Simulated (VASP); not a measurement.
# Sr17O15 (a cell with a defect) in VASP: single point with PBE

Aim: the single point of Sr17O15 (a cell with a defect) with PBE.

Program: VASP 6.6.1. These are calculated values, not measurements. Logs are shortened: lines on timing, memory, paths and dates and some standing lists are left out, and cuts for length are marked.

## Step 1: The cell of the first run

The cell holds a defect, 32 atoms: a = 8.998 Å, b = 8.998 Å, c = 8.998 Å, α = 109.47°, β = 109.47°, γ = 109.47°.

## Step 2: Single point, PBE

Input file INCAR:

```
PREC = Accurate ; ENCUT = 520
EDIFF = 1E-6 ; ISMEAR = 0
SIGMA = 0.01 ; LREAL = Auto
LASPH = T ; NELM = 80
ALGO = Normal ; ISIF = 2
LWAVE = F ; LCHARG = F
GGA = PE ; NBANDS = 152
```

Input file KPOINTS:

```
Automatic mesh
0
Gamma
  2 2 2
  0.5 0.5 0.5
```

Input file POSCAR:

```
Sr17O15
1.0
    5.1949040410     -5.1949040410     -5.1949040410
   -5.1949040410      5.1949040410     -5.1949040410
    5.1949040410      5.1949040410      5.1949040410
Sr O
17 15
Direct
    0.7297293546      0.2500000000      0.4797293546
    0.7297293546     -0.0202706454      0.7500000000
    0.5000000000      0.5000000000      0.5000000000
    0.7500000000      0.7500000000      0.0000000000
    0.5000000000      0.2500000000      0.7500000000
    0.7500000000      0.5000000000      0.2500000000
    0.5000000000      0.0000000000      0.0000000000
    0.2500000000      0.7500000000      0.5000000000
    0.2702706454      0.5202706454      0.7500000000
    0.5000000000      0.7500000000      0.2500000000
    0.0000000000     -0.0202706454      0.4797293546
    0.2702706454      0.2500000000      0.0202706454
    0.2500000000      0.0000000000      0.2500000000
    0.0000000000      0.7500000000      0.7500000000
    0.0000000000      0.5202706454      0.0202706454
    0.0000000000      0.2500000000      0.2500000000
    0.0000000000      0.2500000000      0.7500000000
    0.0000000000     -0.0030708601      0.0030708601
    0.7469291399      0.5030708601      0.7500000000
    0.0000000000      0.7500000000      0.2500000000
    0.7469291399      0.2500000000      0.0030708601
    0.0000000000      0.5030708601      0.4969291399
    0.7469291399     -0.0030708601      0.2438582799
    0.5000000000      0.7500000000      0.7500000000
    0.5061417201      0.5030708601      0.0030708601
    0.7469291399      0.7438582799      0.4969291399
    0.2530708601     -0.0030708601      0.7500000000
    0.5000000000      0.2500000000      0.2500000000
    0.4938582799     -0.0030708601      0.4969291399
    0.2530708601      0.7561417201      0.0030708601
    0.2530708601      0.5030708601      0.2561417201
    0.2530708601      0.2500000000      0.4969291399
```

Potentials or basis: VASP PAW PBE potentials, release 64 (Sr_sv, O).

Started as:

```console
$ cat potpaw_PBE.64/Sr_sv/POTCAR potpaw_PBE.64/O/POTCAR > POTCAR
$ mpirun -np 1 vasp_std > vasp.out
```

OUTCAR:

```text
PREC = Accurate
   ENCUT = 520
   EDIFF = 1E-6
   ISMEAR = 0
   LREAL = Auto
   LASPH = T
   NELM = 80
   ISIF = 2
   GGA = PE

 ion  position               nearest neighbor table
   1  0.730  0.250  0.480-  28 2.39  23 2.64  29 2.64  22 2.64  19 2.64  17 2.81   3 3.53   6 3.53
                             7 3.53  13 3.53   5 3.68  16 3.68  14 3.68  10 3.68   2 3.97  11 3.97
   2  0.730  0.980  0.750-  24 2.39  26 2.64  29 2.64  21 2.64  18 2.64  17 2.81   3 3.53   8 3.53
                             7 3.53   4 3.53   5 3.68  14 3.68  16 3.68  10 3.68  11 3.97   1 3.97
   3  0.500  0.500  0.500-  19 2.57  32 2.57  26 2.57  31 2.57  24 2.60  28 2.60   2 3.53   1 3.53
                             9 3.53  12 3.53   6 3.67   8 3.67   4 3.67  10 3.67   5 3.67  14 3.67
   4  0.750  0.750  0.000-  18 2.57  19 2.57  25 2.57  23 2.57  24 2.60  20 2.60   9 3.53   2 3.53
                            11 3.53  15 3.53  10 3.67   7 3.67  13 3.67  14 3.67   6 3.67  16 3.67
   5  0.500  0.250  0.750-  19 2.60  21 2.60  27 2.60  32 2.60  29 2.60  25 2.60   6 3.67   7 3.67
                             3 3.67   4 3.67  13 3.67   8 3.67   1 3.68   2 3.68   9 3.68  12 3.68
   6  0.750  0.500  0.250-  21 2.57  22 2.57  25 2.57  26 2.57  20 2.60  28 2.60   1 3.53  15 3.53
                            12 3.53  11 3.53  10 3.67   3 3.67   4 3.67  14 3.67   8 3.67  16 3.67
   7  0.500  0.000  0.000-  21 2.57  27 2.57  30 2.57  23 2.57  28 2.60  24 2.60   9 3.53   2 3.53
                             1 3.53  12 3.53   6 3.67   4 3.67  10 3.67   5 3.67  13 3.67  16 3.67
   8  0.250  0.750  0.500-  22 2.57  27 2.57  29 2.57  31 2.57  24 2.60  20 2.60   2 3.53   9 3.53
                            11 3.53  15 3.53   3 3.67  10 3.67   5 3.67  13 3.67  14 3.67   7 3.67
   9  0.270  0.520  0.750-  24 2.39  25 2.64  30 2.64  22 2.64  32 2.64  17 2.81   4 3.53   7 3.53
                             3 3.53   8 3.53   5 3.68  10 3.68  14 3.68  16 3.68  15 3.97  12 3.97
  10  0.500  0.750  0.250-  23 2.60  25 2.60  26 2.60  29 2.60  30 2.60  31 2.60   3 3.67   4 3.67
                             6 3.67   7 3.67   8 3.67  13 3.67   2 3.68   9 3.68   1 3.68  11 3.68
  11  0.000  0.980  0.480-  20 2.39  23 2.64  26 2.64  27 2.64  32 2.64  17 2.81   4 3.53   8 3.53
                            13 3.53   6 3.53  14 3.68  16 3.68   5 3.68  10 3.68   2 3.97  12 3.97
  12  0.270  0.250  0.020-  28 2.39  25 2.64  31 2.64  18 2.64  27 2.64  17 2.81   3 3.53   7 3.53
                            13 3.53   6 3.53   5 3.68  16 3.68  10 3.68  14 3.68   9 3.97  11 3.97
  13  0.250  0.000  0.250-  18 2.57  32 2.57  30 2.57  29 2.57  28 2.60  20 2.60  11 3.53  12 3.53
                             1 3.53  15 3.53   8 3.67  10 3.67   3 3.67   5 3.67   7 3.67  16 3.67
  14  0.000  0.750  0.750-  18 2.60  19 2.60  22 2.60  27 2.60  26 2.60  30 2.60   8 3.67  13 3.67
                             4 3.67   7 3.67   6 3.67   3 3.67   9 3.68  11 3.68   2 3.68  15 3.68
  15  0.000  0.520  0.020-  20 2.39  30 2.64  31 2.64  19 2.64  21 2.64  17 2.81   4 3.53   6 3.53
                             8 3.53  13 3.53  14 3.68  16 3.68  10 3.68   5 3.68   9 3.97   1 3.97
  16  0.000  0.250  0.250-  18 2.60  21 2.60  22 2.60  32 2.60  31 2.60  23 2.60   8 3.67  13 3.67
                             3 3.67   6 3.67   4 3.67   7 3.67   1 3.68  15 3.68   9 3.68   2 3.68
  17  0.000  0.250  0.750-   1 2.81   2 2.81   9 2.81  11 2.81  12 2.81  15 2.81  10 4.50  14 4.50
                             5 4.50  16 4.50  16 4.50  14 4.50   5 4.50  10 4.50
  18  0.000  0.997  0.003-   4 2.57  13 2.57  14 2.60  16 2.60  12 2.64   2 2.64
  19  0.747  0.503  0.750-   3 2.57   4 2.57   5 2.60  14 2.60   1 2.64  15 2.64
  20  0.000  0.750  0.250-  11 2.39  15 2.39   8 2.60   4 2.60  13 2.60   6 2.60
  21  0.747  0.250  0.003-   6 2.57   7 2.57   5 2.60  16 2.60  15 2.64   2 2.64
  22  0.000  0.503  0.497-   6 2.57   8 2.57  14 2.60  16 2.60   1 2.64   9 2.64
  23  0.747  0.997  0.244-   4 2.57   7 2.57  10 2.60  16 2.60  11 2.64   1 2.64
  24  0.500  0.750  0.750-   2 2.39   9 2.39   4 2.60   7 2.60   8 2.60   3 2.60
  25  0.506  0.503  0.003-   4 2.57   6 2.57  10 2.60   5 2.60   9 2.64  12 2.64
  26  0.747  0.744  0.497-   3 2.57   6 2.57  10 2.60  14 2.60  11 2.64   2 2.64
  27  0.253  0.997  0.750-   7 2.57   8 2.57   5 2.60  14 2.60  12 2.64  11 2.64
  28  0.500  0.250  0.250-   1 2.39  12 2.39   6 2.60   7 2.60   3 2.60  13 2.60
  29  0.494  0.997  0.497-   8 2.57  13 2.57  10 2.60   5 2.60   1 2.64   2 2.64
  30  0.253  0.756  0.003-   7 2.57  13 2.57  10 2.60  14 2.60   9 2.64  15 2.64
  31  0.253  0.503  0.256-   3 2.57   8 2.57  10 2.60  16 2.60  15 2.64  12 2.64
  32  0.253  0.250  0.497-   3 2.57  13 2.57   5 2.60  16 2.60   9 2.64  11 2.64

  LATTYP: Found a body centered cubic cell.
 ALAT       =    10.3898080820

  Lattice vectors:

 A1 = (   5.1949040410,  -5.1949040410,  -5.1949040410)
 A2 = (  -5.1949040410,   5.1949040410,  -5.1949040410)
 A3 = (   5.1949040410,   5.1949040410,   5.1949040410)

Analysis of symmetry for initial positions (statically):
=====================================================================
 Subroutine PRICEL returns:
 Original cell was already a primitive cell.

 Routine SETGRP: Setting up the symmetry group for a
 body centered cubic supercell.

 Subroutine GETGRP returns: Found 48 space group operations
 (whereof  4 operations were pure point group operations)
 out of a pool of 48 trial point group operations.

The static configuration has the point symmetry C_2v.
 The point group associated with its full space group is O_h .

Analysis of symmetry for dynamics (positions and initial velocities):
=====================================================================
 Subroutine PRICEL returns:
 Original cell was already a primitive cell.

 Routine SETGRP: Setting up the symmetry group for a
 body centered cubic supercell.

 Subroutine GETGRP returns: Found 48 space group operations
 (whereof  4 operations were pure point group operations)
 out of a pool of 48 trial point group operations.
[... 110 lines left out ...]
     0.500000000  0.500000000  0.500000000

 Subroutine IBZKPT returns following result:
 ===========================================

 Found      2 irreducible k-points:

 Following reciprocal coordinates:
            Coordinates               Weight
  0.250000  0.250000  0.250000      2.000000
 -0.250000  0.250000  0.250000      6.000000
   k-points           NKPTS =      2   k-points in BZ     NKDIM =      2   number of bands    NBANDS=    152
   number of dos      NEDOS =    301   number of ions     NIONS =     32
   total plane-waves  NPLWV = 343000
   dimension x,y,z NGX =    70 NGY =   70 NGZ =   70
   dimension x,y,z NGXF=   140 NGYF=  140 NGZF=  140
   ions per type =              17  15
   NGX,Y,Z   is equivalent  to a cutoff of  12.93, 12.93, 12.93 a.u.
   NGXF,Y,Z  is equivalent  to a cutoff of  25.87, 25.87, 25.87 a.u.
 SYSTEM =  unknown system
   PREC   = accura    normal or accurate (medium, high low for compatibility)
   ISTART =      0    job   : 0-new  1-cont  2-samecut
   ICHARG =      2    charge: 1-file 2-atom 10-const
   ISPIN  =      1    spin polarized calculation?
   LNONCOLLINEAR =      F non collinear calculations
   LSORBIT =      F    spin-orbit coupling
   LASPH  =      T    aspherical Exc in radial PAW
   ENCUT  =  520.0 eV  38.22 Ry    6.18 a.u.  16.73 16.73 16.73*2*pi/ulx,y,z
   NELM   =     80;   NELMIN=  2; NELMDL= -5     # of ELM steps
   EDIFF  = 0.1E-05   stopping-criterion for ELM
   LREAL  =      T    real-space projection
   EDIFFG = 0.1E-04   stopping-criterion for IOM
   NSW    =      0    number of steps for IOM
   IBRION =     -1    ionic relax: 0-MD 1-quasi-New 2-CG
   NFREE  =      0    steps in history (QN), initial steepest desc. (CG)
   ISIF   =      2    stress and relaxation
   ISYM   =      2    0-nonsym 1-usesym 2-fastsym
   POTIM  = 0.5000    time-step for ionic-motion
   TEBEG  =    0.0;   TEEND  =   0.0 temperature during run
   PSTRESS=    0.0 pullay stress
   NELECT =     260.0000    total number of electrons
   NUPDOWN=      -1.0000    fix difference up-down
   EMIN   =  10.00;   EMAX   =-10.00  energy-range for DOS
   EFERMI =   0.00;   METHOD = LEGACY
   ISMEAR =     0;   SIGMA  =   0.01  broadening in eV -4-tet -1-fermi 0-gaus
   EFERMI_NEDOS =   21; number of points for ismear=-14 and -15
   IALGO  =     38    algorithm
   IMIX   =      4    mixing-type and parameters
     AMIX     =   0.40;   BMIX     =  1.00
     AMIX_MAG =   1.60;   BMIX_MAG =  1.00
  volume/ion in A,a.u.               =      17.52       118.26
  Fermi-wavevector in a.u.,A,eV,Ry     =   1.267073  2.394421 21.843811  1.605475
  Thomas-Fermi vector in A             =   2.400241
   LORBIT       =      0    0 simple, 1 ext, 2 COOP (PROOUT), +10 PAW based schemes
   GGA     = PE    functional components
   LHFCALC =     F    Hartree Fock is set to
   AEXX    =    0.0000 exact exchange contribution
   IVDW    =     0    specifies the selected vdW correction
   LEPSILON=     F    determine dielectric tensor
   LRPA    =     F    only Hartree local field effects (RPA)
 non-spin polarized calculation
 Gauss-broadening in eV      SIGMA  =   0.01
  energy-cutoff  :      520.00
  volume of cell :      560.78
 maximum number of plane-waves:     15140
 NGX is ok and might be reduce to    70
   NGX = 33   NGY = 33   NGZ = 33

 number of electron     260.0000002 magnetization

 Free energy of the ion-electron system (eV)
  ---------------------------------------------------
  ext. energy  EPLUGINS =         0.00000000
  ---------------------------------------------------
  free energy    TOTEN  =      -174.46508149 eV

  energy without entropy =     -174.45978135  energy(sigma->0) =     -174.46243142

 E-fermi :   4.5679     XC(G=0): -10.0615

 val. band max:        4.5610378162   @ k =  -0.2500   0.2500   0.2500
 cond. band min:       4.7227612646   @ k =   0.2500   0.2500   0.2500
 fundamental gap:      0.1617234484
 Fermi energy:         4.5678784081

 k-point     1 :       0.2500    0.2500    0.2500
  band No.  band energies     occupation
      1     -32.3093      2.00000
      2     -30.8870      2.00000
      3     -30.8870      2.00000
      4     -30.8870      2.00000
      5     -30.8657      2.00000
      6     -30.8657      2.00000
[... 134 lines left out ...]
    141       6.6235      0.00000
    142       6.7808      0.00000

 k-point     2 :      -0.2500    0.2500    0.2500
  band No.  band energies     occupation
      1     -32.3094      2.00000
      2     -30.8878      2.00000
      3     -30.8785      2.00000
      4     -30.8785      2.00000
      5     -30.8740      2.00000
      6     -30.8685      2.00000
[... 134 lines left out ...]
    141       7.0684      0.00000
    142       7.0684      0.00000
 [bands above 142 left out]

------------------------ aborting loop because EDIFF is reached ----------------------------------------

  FORCE on cell =-STRESS in cart. coord.  units (eV):
  Direction    XX          YY          ZZ          XY          YZ          ZX
  --------------------------------------------------------------------------------------
  -------------------------------------------------------------------------------------
  Total       10.0148386     10.0148386     10.0148386     -0.0000000     -0.0000000      0.0000000
  in kB       28.6129052     28.6129052     28.6129052     -0.0000000     -0.0000000      0.0000000
  external PRESSURE =      28.6129052 kB  Pullay stress =       0.0000000 kB

 VOLUME and BASIS-vectors are now :
 -----------------------------------------------------------------------------
  energy-cutoff  :      520.00
  volume of cell :      560.78
      direct lattice vectors                 reciprocal lattice vectors
     5.194904041 -5.194904041 -5.194904041     0.096248169  0.000000000 -0.096248169
    -5.194904041  5.194904041 -5.194904041     0.000000000  0.096248169 -0.096248169
     5.194904041  5.194904041  5.194904041     0.096248169  0.096248169  0.000000000

 POSITION                                       TOTAL-FORCE (eV/Angst)
 -----------------------------------------------------------------------------------
      4.98430      0.00000     -2.59745         0.012808      0.000000      0.000000
      2.59745      5.19490     -4.98430         0.000000      0.000000     -0.012808
      2.59745      2.59745     -2.59745        -0.000000      0.000000      0.000000
      0.00000      0.00000     -7.79236        -0.000000      0.000000     -0.000000
      5.19490      2.59745      0.00000        -0.000000      0.000000      0.000000
      2.59745      0.00000     -5.19490         0.000000      0.000000      0.000000
[... 24 lines left out ...]
      0.03191      2.62936     -2.59745        -0.004135     -0.004135      0.000000
      2.59745      2.56555     -0.03191         0.000000      0.004135      0.004135
 -----------------------------------------------------------------------------------
    total drift:                                0.000007     -0.000000      0.000007

  FREE ENERGIE OF THE ION-ELECTRON SYSTEM (eV)
  ---------------------------------------------------
  free  energy   TOTEN  =      -174.4650814875 eV

  energy  without entropy=     -174.4597813487  energy(sigma->0) =     -174.46243142
```

It took 17 min on 1 thread of Intel Xeon 8259CL, shared host; peak memory 0.73 GiB.

What came out:

```
Free energy            : -174.4651 eV
Pressure               : 2.9 GPa
Largest force          : 0.013 eV/Å
Band gap on the k mesh : zero (bands 130 and 131 overlap by 0.16 eV)
```

Forces in eV/Å, atoms in the order of the input:
```
Sr   0.013  0.000  0.000
Sr   0.000  0.000 -0.013
Sr   0.000  0.000  0.000
Sr   0.000  0.000  0.000
Sr   0.000  0.000  0.000
Sr   0.000  0.000  0.000
Sr   0.000  0.000  0.000
Sr   0.000  0.000  0.000
Sr   0.000  0.000  0.013
Sr   0.000  0.000  0.000
Sr   0.000  0.013  0.000
Sr  -0.013  0.000  0.000
Sr   0.000  0.000  0.000
Sr   0.000  0.000  0.000
Sr   0.000 -0.013  0.000
Sr   0.000  0.000  0.000
Sr   0.000  0.000  0.000
O   -0.004  0.000 -0.004
O    0.004 -0.004  0.000
O    0.000  0.000  0.000
O    0.000 -0.004 -0.004
O    0.004  0.000  0.004
O    0.004  0.004  0.000
O    0.000  0.000  0.000
O   -0.004  0.000  0.004
O    0.000  0.004 -0.004
O   -0.004  0.004  0.000
O    0.000  0.000  0.000
O    0.004  0.000 -0.004
O    0.000 -0.004  0.004
O   -0.004 -0.004  0.000
O    0.000  0.004  0.004
```

Levels at points of the mesh, in eV from the Fermi level:
| k point | band 127 | band 128 | band 129 | band 130 | band 131 | band 132 |
| --- | --- | --- | --- | --- | --- | --- |
| (0.25, 0.25, 0.25) | -3.29 | -3.29 | 0.15 | 0.15 | 0.15 | 0.84 |

Caveat: the k points lie up to 0.43 Å⁻¹ apart.

The gap in the log of VASP goes by the Fermi energy; the results here count the filled bands.